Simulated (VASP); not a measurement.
Write the native input for VASP 6.6.1 that does the following.

- Task: single point
- Functional: PBE
- Potentials or basis: VASP PAW PBE potentials, release 64 (Sr_sv)
- Cutoff: 520 eV
- k mesh: 12 × 12 × 7
- Occupations: fermi-dirac, width 0.05 eV
- Spin: no spin polarisation
- Dipole correction: no
- Further INCAR settings: ALGO = Normal; EDIFF = 1e-06; NBANDS = 17

The structure of Sr lies in POSCAR:

```
Sr
1.0
    3.7230398395      0.0000000000      0.0000000000
   -1.8615199198      3.2242470803      0.0000000000
    0.0000000000      0.0000000000      6.1870475603
Sr
2
Direct
    0.3333333333      0.6666666667      0.2500000000
    0.6666666667      0.3333333333      0.7500000000
```

This isn't the form of Sr at room conditions, which is fcc.

One way to write it, as run:

INCAR

```
  ALGO = Normal
  EDIFF = 1E-6
  ENCUT = 520
  GGA = PE
  ISIF = 2
  ISMEAR = -1
  LASPH = T
  LCHARG = T
  LELF = T
  LREAL = F
  LVHAR = T
  LWAVE = F
  NBANDS = 17
  NELM = 80
  PREC = Accurate
  SIGMA = 0.05
```

KPOINTS

```
k-points
0
Gamma
  12 12 7
```

Potentials or basis: VASP PAW PBE potentials, release 64 (Sr_sv).

Run with:

```sh
$ cat potpaw_PBE.64/Sr_sv/POTCAR > POTCAR
$ mpirun -np 1 vasp_std > vasp.out
```

It gave:

The pressure is 8.3 GPa and the band gap on the k mesh is zero (bands 10 and 11 overlap by 0.52 eV).

Caveat: the cell stands under pressure.

Run time: 38 s on 1 thread of Intel(R) Xeon(R) 6975P-C (Granite Rapids), on a shared host, peak memory 0.23 GiB.
